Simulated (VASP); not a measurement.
# Os in VASP: further runs

The runs below take Os through electric field gradients, with r2SCAN.

Everything below comes from runs of VASP 6.6.1. Logs are shortened: lines on timing, memory, paths and dates and some standing lists are left out, and cuts for length are marked.

## (1) The cell of the first run

Symmetry: P6_3/mmc, No. 194, hexagonal system. Conventional cell: a = 2.726 Å, b = 2.726 Å, c = 4.391 Å, α = 90.00°, β = 90.00°, γ = 120.00°. Within 3.6 Å of Os (site symmetry -6m2) lie 12 Os at 2.70 to 2.73 Å.

## (2) Electric field gradients, r2SCAN (z stretched by +1.5 % at fixed volume)

POSCAR

```
Os
1.0
    2.7257670716      0.0000000000      0.0000000000
   -1.3628835358      2.3605835288      0.0000000000
    0.0000000000      0.0000000000      4.3912089333
Os
2
Direct
    0.3333333333      0.6666666667      0.2500000000
    0.6666666667      0.3333333333      0.7500000000
```

INCAR.step1

```
SYSTEM = Os
ALGO = Normal ; EDIFF = 1E-4
ENCUT = 520 ; GGA = PE
ISMEAR = -1 ; LASPH = .TRUE.
LCHARG = .FALSE. ; LREAL = .FALSE.
LWAVE = .TRUE. ; NBANDS = 15
NELM = 60 ; PREC = Accurate
SIGMA = 0.05
```

INCAR.step2

```
SYSTEM = Os
ALGO = Normal ; EDIFF = 1E-8
ENCUT = 520 ; ISIF = 2
ISMEAR = -1 ; ISTART = 1
LASPH = .TRUE. ; LCHARG = .FALSE.
LEFG = .TRUE. ; LMIXTAU = .TRUE.
LREAL = .FALSE. ; LWAVE = .FALSE.
METAGGA = R2SCAN ; NBANDS = 15
NELM = 60 ; PREC = Accurate
SIGMA = 0.05
```

KPOINTS

```
k-points
0
G
  15 15 9
  0 0 0
```

Potentials or basis: VASP PAW PBE potentials, release 64 (Os).

Launch:

```sh
cat potpaw_PBE.64/Os/POTCAR > POTCAR
cp INCAR.step1 INCAR
mpirun -np 1 vasp_std > vasp.out
cp INCAR.step2 INCAR
mpirun -np 1 vasp_std > vasp.out
```

OUTCAR:

```text
SYSTEM = Os
   EDIFF = 1E-8
   ENCUT = 520
   ISIF = 2
   ISMEAR = -1
   ISTART = 1
   LASPH = .TRUE.
   LREAL = .FALSE.
   METAGGA = R2SCAN
   NELM = 60
   PREC = Accurate

 ion  position               nearest neighbor table
   1  0.333  0.667  0.250-   2 2.70   2 2.70   2 2.70   2 2.70   2 2.70   2 2.70
   2  0.667  0.333  0.750-   1 2.70   1 2.70   1 2.70   1 2.70   1 2.70   1 2.70

  LATTYP: Found a hexagonal cell.
 ALAT       =     2.7257670716
 C/A-ratio  =     1.6109993326

  Lattice vectors:

 A1 = (   2.7257670716,   0.0000000000,   0.0000000000)
 A2 = (  -1.3628835358,   2.3605835288,   0.0000000000)
 A3 = (   0.0000000000,   0.0000000000,   4.3912089333)

Analysis of symmetry for initial positions (statically):
=====================================================================
 Subroutine PRICEL returns:
 Original cell was already a primitive cell.

 Routine SETGRP: Setting up the symmetry group for a
 hexagonal supercell.

 Subroutine GETGRP returns: Found 24 space group operations
 (whereof 12 operations were pure point group operations)
 out of a pool of 24 trial point group operations.

The static configuration has the point symmetry D_3d.
 The point group associated with its full space group is D_6h.

Analysis of symmetry for dynamics (positions and initial velocities):
=====================================================================
 Subroutine PRICEL returns:
 Original cell was already a primitive cell.

 Routine SETGRP: Setting up the symmetry group for a
 hexagonal supercell.

 Subroutine GETGRP returns: Found 24 space group operations
 (whereof 12 operations were pure point group operations)
 out of a pool of 24 trial point group operations.

The dynamic configuration has the point symmetry D_3d.
 The point group associated with its full space group is D_6h.

 Subroutine INISYM returns: Found 24 space group operations
 (whereof 12 operations are pure point group operations),
 and found     1 'primitive' translations

----------------------------------------------------------------------------------------

                                     Primitive cell

  volume of cell :      28.2548

  direct lattice vectors                    reciprocal lattice vectors
     2.725767072  0.000000000  0.000000000     0.366869206  0.211812035  0.000000000
[... 137 lines left out ...]
 fundamental gap:      0.0151428599
 Fermi energy:         9.0970783520

 k-point     1 :       0.0000    0.0000    0.0000
  band No.  band energies     occupation
      1      -2.2305      2.00000
      2       1.0419      2.00000
      3       6.0135      2.00000
      4       6.0135      2.00000
      5       6.0157      2.00000
      6       6.8116      2.00000
      7       6.8116      2.00000
      8       7.6819      2.00000
      9       7.6819      2.00000
     10       8.8872      1.97036
     11      10.8464      0.00000
     12      10.8464      0.00000
     13      18.2940      0.00000
     14      24.0058      0.00000
[... 401 lines left out ...]
      2       2.8485      2.00000
      3       2.8783      2.00000
      4       5.0659      2.00000
      5       5.3550      2.00000
      6       5.9744      2.00000
      7       7.3075      2.00000
      8      10.5006      0.00000
      9      11.1652      0.00000
     10      11.1923      0.00000
     11      14.5512      0.00000
     12      15.2994      0.00000
     13      17.9237      0.00000
     14      20.9070      0.00000
     15      23.2370      0.00000

 [... further k-points ...]

------------------------ aborting loop because EDIFF is reached ----------------------------------------

  FORCE on cell =-STRESS in cart. coord.  units (eV):
  Direction    XX          YY          ZZ          XY          YZ          ZX
  --------------------------------------------------------------------------------------
  -------------------------------------------------------------------------------------
  Total        0.2316684      0.2316684     -1.9085888      0.0000000      0.0000000      0.0000000
  in kB       13.1366652     13.1366652   -108.2257845      0.0000000      0.0000000      0.0000000
  external PRESSURE =     -27.3174847 kB  Pullay stress =       0.0000000 kB

 VOLUME and BASIS-vectors are now :
 -----------------------------------------------------------------------------
  energy-cutoff  :      520.00
  volume of cell :       28.25
      direct lattice vectors                 reciprocal lattice vectors
     2.725767072  0.000000000  0.000000000     0.366869206  0.211812035  0.000000000
    -1.362883536  2.360583529  0.000000000     0.000000000  0.423624069  0.000000000
     0.000000000  0.000000000  4.391208933     0.000000000  0.000000000  0.227727720

 POSITION                                       TOTAL-FORCE (eV/Angst)
 -----------------------------------------------------------------------------------
     -0.00000      1.57372      1.09780        -0.000000     -0.000000      0.000000
      1.36288      0.78686      3.29341         0.000000      0.000000      0.000000
 -----------------------------------------------------------------------------------
    total drift:                               -0.000000      0.000000     -0.000000

  FREE ENERGIE OF THE ION-ELECTRON SYSTEM (eV)
  ---------------------------------------------------
  free  energy   TOTEN  =      -106.0009068709 eV

  energy  without entropy=     -105.9926583267  energy(sigma->0) =     -105.99678260

 Electric field gradients (V/A^2)
---------------------------------------------------------------------
 ion       V_xx      V_yy      V_zz      V_xy      V_xz      V_yz
---------------------------------------------------------------------
   1      16.864    16.864   -33.728    -0.000     0.000    -0.000
   2      16.864    16.864   -33.728    -0.000    -0.000     0.000
---------------------------------------------------------------------

 Electric field gradients after diagonalization (V/A^2)
 (convention: |V_zz| > |V_xx| > |V_yy|)
----------------------------------------------------------------------
 ion       V_xx      V_yy      V_zz     asymmetry (V_yy - V_xx)/ V_zz
----------------------------------------------------------------------
   1      16.864    16.864   -33.728       0.000
   2      16.864    16.864   -33.728       0.000
----------------------------------------------------------------------

           NMR quadrupolar parameters

 Cq : quadrupolar parameter    Cq=e*Q*V_zz/h
 eta: asymmetry parameters     (V_yy - V_xx)/ V_zz
 Q  : nuclear electric quadrupole moment in mb (millibarn)
----------------------------------------------------------------------
 ion       Cq(MHz)       eta       Q (mb)
----------------------------------------------------------------------
   1      -0.082       0.000       1.000
   2      -0.082       0.000       1.000
----------------------------------------------------------------------
```

OUTCAR.step1:

```text
SYSTEM = Os
   EDIFF = 1E-4
   ENCUT = 520
   GGA = PE
   ISMEAR = -1
   LASPH = .TRUE.
   LREAL = .FALSE.
[... 654 lines left out ...]
     -0.00000      1.57372      1.09780        -0.000000     -0.000000      0.000000
      1.36288      0.78686      3.29341         0.000000      0.000000      0.000000
 -----------------------------------------------------------------------------------
    total drift:                               -0.000000      0.000000     -0.000000

  FREE ENERGIE OF THE ION-ELECTRON SYSTEM (eV)
  ---------------------------------------------------
  free  energy   TOTEN  =       -22.4914876441 eV

  energy  without entropy=      -22.4827119076  energy(sigma->0) =      -22.48709978
```

Wall time 2.4 min (1 thread of AMD EPYC 9R14 (Zen 4), shared host); peak memory 0.15 GiB.

Results:

| Property | Result |
| --- | --- |
| Free energy | -106.0009 eV |
| Pressure | -2.7 GPa |
| Band gap on the k mesh | zero (bands 8 and 9 overlap by 4.04 eV) |
| Largest electric field gradient by atom | Os -33.7 V/Å² |

Stress tensor (GPa, compression positive):
```
  1.31   0.00   0.00
  0.00   1.31   0.00
  0.00   0.00 -10.82
```

Levels at points of the mesh, in eV from the Fermi level:
| k point | band 4 | band 5 | band 6 | band 7 | band 8 | band 9 | band 10 | band 11 | band 12 | band 13 |
| --- | --- | --- | --- | --- | --- | --- | --- | --- | --- | --- |
| (0.00, 0.00, 0.00) | -3.08 | -3.08 | -2.29 | -2.29 | -1.42 | -1.42 | -0.21 | 1.75 | 1.75 | 9.20 |

Electric field gradients, principal values (V/Å²):
| atom | least | middle | greatest (by size) |
| --- | --- | --- | --- |
| 1 Os | 16.864 | 16.864 | -33.728 |
| 2 Os | 16.864 | 16.864 | -33.728 |

Caveat: the stress differs along the axes, from -11 to 1 GPa; without QUAD_EFG the Cq values of the log hold for a quadrupole moment of 1 mb, not for the nuclei; the PAW data sets were made with another functional, which shifts forces and pressure a little; spin-orbit coupling is left out, which moves the levels of the heavy elements.

## (3) Electric field gradients, r2SCAN (atom 2 (Os) moved by [0.0, 0.0, 0.03] A)

POSCAR

```
Os
1.0
    2.7461342319      0.0000000000      0.0000000000
   -1.3730671160      2.3782220071      0.0000000000
    0.0000000000      0.0000000000      4.3263142200
Os
2
Direct
    0.3333333333      0.6666666667      0.2500000000
    0.6666666667      0.3333333333      0.7569343091
```

INCAR.step1

```
PREC = Accurate
ENCUT = 520
ISMEAR = -1
SIGMA = 0.05
LREAL = F
LASPH = T
NELM = 100
NBANDS = 15
GGA = PE
ALGO = Normal
EDIFF = 1E-4
LWAVE = T
LCHARG = F
```

INCAR.step2

```
PREC = Accurate
ENCUT = 520
EDIFF = 1E-8
ISMEAR = -1
SIGMA = 0.05
LREAL = F
LASPH = T
NELM = 100
ALGO = Normal
ISIF = 2
LWAVE = F
LCHARG = F
METAGGA = R2SCAN
LMIXTAU = T
LEFG = T
NBANDS = 15
ISTART = 1
```

KPOINTS

```
regular mesh
0
Gamma
  15 15 9
```

Potentials or basis: VASP PAW PBE potentials, release 64 (Os).

Launch:

```sh
cat potpaw_PBE.64/Os/POTCAR > POTCAR
cp INCAR.step1 INCAR
mpirun -np 1 vasp_std > vasp.out
cp INCAR.step2 INCAR
mpirun -np 1 vasp_std > vasp.out
```

OUTCAR:

```text
PREC = Accurate
   ENCUT = 520
   EDIFF = 1E-8
   ISMEAR = -1
   LREAL = F
   LASPH = T
   NELM = 100
   ISIF = 2
   METAGGA = R2SCAN
   ISTART = 1

 ion  position               nearest neighbor table
   1  0.333  0.667  0.250-   2 2.66   2 2.66   2 2.66   2 2.71   2 2.71   2 2.71
   2  0.667  0.333  0.757-   1 2.66   1 2.66   1 2.66   1 2.71   1 2.71   1 2.71

  LATTYP: Found a hexagonal cell.
 ALAT       =     2.7461342319
 C/A-ratio  =     1.5754197918

  Lattice vectors:

 A1 = (   2.7461342319,   0.0000000000,   0.0000000000)
 A2 = (  -1.3730671160,   2.3782220071,   0.0000000000)
 A3 = (   0.0000000000,   0.0000000000,   4.3263142200)

Analysis of symmetry for initial positions (statically):
=====================================================================
 Subroutine PRICEL returns:
 Original cell was already a primitive cell.

 Routine SETGRP: Setting up the symmetry group for a
 hexagonal supercell.

 Subroutine GETGRP returns: Found 12 space group operations
 (whereof  6 operations were pure point group operations)
 out of a pool of 24 trial point group operations.

The static configuration has the point symmetry C_3v.
 The point group associated with its full space group is D_3d.

Analysis of symmetry for dynamics (positions and initial velocities):
=====================================================================
 Subroutine PRICEL returns:
 Original cell was already a primitive cell.

 Routine SETGRP: Setting up the symmetry group for a
 hexagonal supercell.

 Subroutine GETGRP returns: Found 12 space group operations
 (whereof  6 operations were pure point group operations)
 out of a pool of 24 trial point group operations.

The dynamic configuration has the point symmetry C_3v.
 The point group associated with its full space group is D_3d.

 Subroutine INISYM returns: Found 12 space group operations
 (whereof  6 operations are pure point group operations),
 and found     1 'primitive' translations

----------------------------------------------------------------------------------------

                                     Primitive cell

  volume of cell :      28.2548

  direct lattice vectors                    reciprocal lattice vectors
     2.746134232  0.000000000  0.000000000     0.364148259  0.210241095  0.000000000
    -1.373067116  2.378222007  0.000000000     0.000000000  0.420482191  0.000000000
     0.000000000  0.000000000  4.326314220     0.000000000  0.000000000  0.231143636

  length of vectors
     2.746134232  2.746134232  4.326314220     0.420482191  0.420482191  0.231143636

  position of ions in fractional coordinates (direct lattice)
     0.333333333  0.666666667  0.250000000
     0.666666667  0.333333333  0.756934309

  ion indices of the primitive-cell ions
   primitive index   ion index
                 1           1
                 2           2

----------------------------------------------------------------------------------------

 KPOINTS: regular mesh

Automatic generation of k-mesh.
 Grid dimensions read from file:
 generate k-points for:   15   15    9

[... 82 lines left out ...]
     AMIX     =   0.40;   BMIX     =  1.00
     AMIX_MAG =   1.60;   BMIX_MAG =  1.00
  volume/ion in A,a.u.               =      14.13        95.34
  Fermi-wavevector in a.u.,A,eV,Ry     =   1.354412  2.559467 24.958956  1.834432
  Thomas-Fermi vector in A             =   2.481586
   LORBIT       =      0    0 simple, 1 ext, 2 COOP (PROOUT), +10 PAW based schemes
   METAGGA = R2SCAN    functional components
   LHFCALC =     F    Hartree Fock is set to
   AEXX    =    0.0000 exact exchange contribution
   IVDW    =     0    specifies the selected vdW correction
   LEPSILON=     F    determine dielectric tensor
   LRPA    =     F    only Hartree local field effects (RPA)
 non-spin polarized calculation
  energy-cutoff  :      520.00
  volume of cell :       28.25
 maximum number of plane-waves:       778
   NGX = 11   NGY = 11   NGZ = 17

 number of electron      15.9999999 magnetization

 Free energy of the ion-electron system (eV)
  ---------------------------------------------------
  ext. energy  EPLUGINS =         0.00000000
  ---------------------------------------------------
  free energy    TOTEN  =      -106.00719686 eV

  energy without entropy =     -105.99909688  energy(sigma->0) =     -106.00314687

 E-fermi :   9.1062     XC(G=0): -15.3243

 val. band max:        9.0922853892   @ k =   0.0000   0.1333   0.3333
 cond. band min:       9.1134133807   @ k =   0.1333  -0.0000   0.3333
 fundamental gap:      0.0211279916
 Fermi energy:         9.1062040975

 k-point     1 :       0.0000    0.0000    0.0000
  band No.  band energies     occupation
      1      -2.2286      2.00000
      2       1.0733      2.00000
      3       5.9774      2.00000
      4       5.9774      2.00000
      5       6.2817      2.00000
      6       6.8218      2.00000
      7       6.8218      2.00000
      8       7.4857      2.00000
      9       7.4857      2.00000
     10       9.1631      0.48519
     11      10.8408      0.00000
     12      10.8408      0.00000
     13      18.5766      0.00000
     14      23.8823      0.00000
[... 401 lines left out ...]
      2       2.8045      2.00000
      3       2.8182      2.00000
      4       4.9689      2.00000
      5       5.3075      2.00000
      6       6.0774      2.00000
      7       7.4395      2.00000
      8      10.5948      0.00000
      9      11.2037      0.00000
     10      11.4153      0.00000
     11      14.3294      0.00000
     12      15.0642      0.00000
     13      17.7619      0.00000
     14      20.8892      0.00000
     15      23.4788      0.00000

 [... further k-points ...]

------------------------ aborting loop because EDIFF is reached ----------------------------------------

  FORCE on cell =-STRESS in cart. coord.  units (eV):
  Direction    XX          YY          ZZ          XY          YZ          ZX
  --------------------------------------------------------------------------------------
  -------------------------------------------------------------------------------------
  Total       -0.5084542     -0.5084542     -0.1861508      0.0000000      0.0000000     -0.0000000
  in kB      -28.8316989    -28.8316989    -10.5556061      0.0000000      0.0000000     -0.0000000
  external PRESSURE =     -22.7396679 kB  Pullay stress =       0.0000000 kB

 VOLUME and BASIS-vectors are now :
 -----------------------------------------------------------------------------
  energy-cutoff  :      520.00
  volume of cell :       28.25
      direct lattice vectors                 reciprocal lattice vectors
     2.746134232  0.000000000  0.000000000     0.364148259  0.210241095  0.000000000
    -1.373067116  2.378222007  0.000000000     0.000000000  0.420482191  0.000000000
     0.000000000  0.000000000  4.326314220     0.000000000  0.000000000  0.231143636

 POSITION                                       TOTAL-FORCE (eV/Angst)
 -----------------------------------------------------------------------------------
     -0.00000      1.58548      1.08158        -0.000000      0.000000      0.515221
      1.37307      0.79274      3.27474         0.000000      0.000000     -0.515221
 -----------------------------------------------------------------------------------
    total drift:                               -0.000000      0.000000     -0.000002

  FREE ENERGIE OF THE ION-ELECTRON SYSTEM (eV)
  ---------------------------------------------------
  free  energy   TOTEN  =      -106.0071968643 eV

  energy  without entropy=     -105.9990968796  energy(sigma->0) =     -106.00314687

 Electric field gradients (V/A^2)
---------------------------------------------------------------------
 ion       V_xx      V_yy      V_zz      V_xy      V_xz      V_yz
---------------------------------------------------------------------
   1      40.924    40.924   -81.848    -0.000     0.000    -0.000
   2      40.924    40.924   -81.849    -0.000    -0.000     0.000
---------------------------------------------------------------------

 Electric field gradients after diagonalization (V/A^2)
 (convention: |V_zz| > |V_xx| > |V_yy|)
----------------------------------------------------------------------
 ion       V_xx      V_yy      V_zz     asymmetry (V_yy - V_xx)/ V_zz
----------------------------------------------------------------------
   1      40.924    40.924   -81.848       0.000
   2      40.924    40.924   -81.849       0.000
----------------------------------------------------------------------

           NMR quadrupolar parameters

 Cq : quadrupolar parameter    Cq=e*Q*V_zz/h
 eta: asymmetry parameters     (V_yy - V_xx)/ V_zz
 Q  : nuclear electric quadrupole moment in mb (millibarn)
----------------------------------------------------------------------
 ion       Cq(MHz)       eta       Q (mb)
----------------------------------------------------------------------
   1      -0.198       0.000       1.000
   2      -0.198       0.000       1.000
----------------------------------------------------------------------
```

Run time: 2.9 min. Hardware: 1 thread of AMD EPYC 9R14 (Zen 4), shared host; peak memory 0.17 GiB.

What came out:

- Free energy: -106.0072 eV
- Pressure: -2.3 GPa
- Largest force: 0.515 eV/Å
- Band gap on the k mesh: zero (bands 8 and 9 overlap by 3.87 eV)
- Largest electric field gradient by atom: Os -81.8 V/Å²

Forces in eV/Å, atoms in the order of the input:
```
Os   0.000  0.000  0.515
Os   0.000  0.000 -0.515
```

Stress tensor (GPa, compression positive):
```
-2.88  0.00  0.00
 0.00 -2.88  0.00
 0.00  0.00 -1.06
```

Electric field gradients, principal values (V/Å²):
| atom | least | middle | greatest (by size) |
| --- | --- | --- | --- |
| 1 Os | 40.924 | 40.924 | -81.848 |
| 2 Os | 40.924 | 40.924 | -81.849 |

Caveat: the cell differs from its parent crystal (atom 2 (Os) moved by [0.0, 0.0, 0.03] A); without QUAD_EFG the Cq values of the log hold for a quadrupole moment of 1 mb, not for the nuclei; the PAW data sets were made with another functional, which shifts forces and pressure a little; spin-orbit coupling is left out, which moves the levels of the heavy elements.

(Continued in part 2 of 2.)

The gap in the log of VASP goes by the Fermi energy; the results here count the filled bands.